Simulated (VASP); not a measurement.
Crystal: Cu.

```xyz
1
Lattice="0.0000 1.7706 1.7706 1.7706 0.0000 1.7706 1.7706 1.7706 0.0000" Properties=species:S:1:pos:R:3 pbc="T T T"
Cu    0.0000    0.0000    0.0000
```

Base run:

* Program: VASP 6.6.1
* Functional: revPBE
* Dispersion: D4
* Potentials or basis: VASP PAW PBE potentials, release 64 (Cu)
* Cutoff: 600 eV
* k mesh: 13 × 13 × 13
* Occupations: fermi-dirac, width 0.05 eV
* Spin: no spin polarisation

Its results: pressure 2.6 GPa.

Question: After a change of settings the same cell gave: pressure 5.8 GPa. Which change was it?
A. functional from revPBE to RPBE; dispersion from D4 to none
B. functional from revPBE to BLYP
C. functional from revPBE to RPBE; dispersion from D4 to D3(BJ)
D. dispersion from D4 to none; cutoff from 600 eV to 520 eV; further incar settings from ALGO = Normal; EDIFF = 1e-06; NBANDS = 12 to ALGO = Fast; EDIFF = 1e-06; NBANDS = 12

Answer: B.

Caveats: the PAW data sets were made with another functional, which shifts forces and pressure a little; pairwise dispersion overbinds metals, which lowers pressure and volume.
